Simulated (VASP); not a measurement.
# Si16Ge (a cell with a defect): single point with PBEsol

The system is Si16Ge (a cell with a defect).

```
Si Ge
1.0
     0.00000    5.43000    5.43000
     5.43000    0.00000    5.43000
     5.43000    5.43000    0.00000
Si Ge
16 1
Direct
  0.98834 0.00695 0.00327
  0.11904 0.13050 0.13057
  0.99986 0.99755 0.50120
  0.12010 0.12941 0.62037
  0.00049 0.50113 0.99764
  0.12172 0.62193 0.12786
  0.00095 0.50070 0.50013
  0.12463 0.62487 0.62495
  0.50055 0.00321 0.00705
  0.62479 0.12482 0.12482
  0.50301 0.00084 0.48841
  0.62759 0.12781 0.62198
  0.50675 0.48840 0.00090
  0.62921 0.62030 0.12950
  0.49731 0.50007 0.50077
  0.63030 0.61921 0.61927
  0.37476 0.87482 0.87483
```

- Program: VASP 6.6.1
- Task: single point
- Functional: PBEsol
- Potentials or basis: VASP PAW PBE potentials, release 64 (Si, Ge_d)
- Cutoff: 520 eV
- k mesh: 2 × 2 × 2
- Occupations: gaussian, width 0.02 eV
- Spin: no spin polarisation
- Dipole correction: no
- Further INCAR settings: LREAL = Auto; ALGO = Normal; EDIFF = 1e-06; NBANDS = 53

The pressure is 4.7 GPa and the largest force is 0.014 eV/Å. The band gap on the k mesh is zero (band 39 reaches 6.88 eV, above the bottom of band 40 at 6.55 eV).

Forces on the atoms (eV/Å):
```
Si  -0.011 -0.002 -0.003
Si   0.000 -0.002 -0.002
Si   0.002  0.002 -0.003
Si   0.000  0.002  0.000
Si   0.002 -0.002  0.003
Si   0.000  0.001  0.001
Si  -0.001  0.000  0.001
Si   0.001  0.002  0.002
Si  -0.012  0.004  0.007
Si   0.002  0.000 -0.001
Si   0.012  0.001  0.004
Si  -0.001 -0.002 -0.002
Si   0.012  0.001 -0.002
Si  -0.001 -0.004 -0.002
Si  -0.002 -0.001 -0.002
Si   0.000 -0.001 -0.001
Ge  -0.001  0.000  0.001
```

Stress tensor (GPa, compression positive):
```
4.94 0.00 0.00
0.00 4.75 0.00
0.00 0.00 4.46
```

Levels at points of the mesh, in eV from the Fermi level:
```tsv
k point	band 36	band 37	band 38	band 39	band 40	band 41	band 42	band 43
(0.00, 0.00, 0.00)	-0.75	-0.72	-0.70	-0.26	-0.24	-0.22	-0.03	0.03
(0.50, 0.00, 0.00)	-1.44	-1.39	-1.38	-0.31	0.50	0.54	0.87	0.87
(0.00, 0.50, 0.00)	-1.44	-1.39	-1.38	-0.31	0.50	0.54	0.86	0.87
(0.00, 0.00, 0.50)	-1.44	-1.39	-1.38	-0.31	0.50	0.54	0.86	0.87
(0.50, 0.50, 0.50)	-1.44	-1.39	-1.38	-0.31	0.50	0.54	0.86	0.87
(0.50, 0.50, 0.00)	-1.98	-1.85	-1.29	0.08	0.81	1.04	1.07	1.08
(0.00, 0.50, 0.50)	-2.00	-1.80	-1.25	0.06	0.81	1.05	1.05	1.11
(0.50, 0.00, 0.50)	-1.99	-1.82	-1.26	0.07	0.81	1.02	1.06	1.11
```

Wall time 2.2 min on 1 thread of Intel(R) Xeon(R) 6975P-C (Granite Rapids) (shared host), peak memory 0.49 GiB.

Caveat: the k points lie up to 0.50 Å⁻¹ apart; the PAW data sets were made with another functional, which shifts forces and pressure a little.
